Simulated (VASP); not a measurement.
Input of a VASP 6.6.1 run:

The input INCAR:

```
SYSTEM = Al
ALGO = Fast
EDIFF = 1E-6
ENCUT = 520
GGA = PE
ISIF = 2
ISMEAR = -1
LASPH = .True.
LCHARG = .False.
LREAL = .False.
LWAVE = .False.
NBANDS = 8
NELM = 60
PREC = Accurate
SIGMA = 0.05
```

KPOINTS

```
k-points
0
Gamma
  12 12 12
  0 0 0
```

The input POSCAR:

```
Al
1.0
   -1.5697130985      1.5697130985      1.5697130985
    1.5697130985     -1.5697130985      1.5697130985
    1.5697130985      1.5697130985     -1.5697130985
Al
1
Direct
    0.0000000000      0.0000000000      0.0000000000
```

Potentials or basis: VASP PAW PBE potentials, release 64 (Al).

Launch:

```console
$ cat potpaw_PBE.64/Al/POTCAR > POTCAR
$ mpirun -np 1 vasp_std > vasp.out
```

(1) What does it give for the pressure?

## Answers

(1) 7.5 GPa.
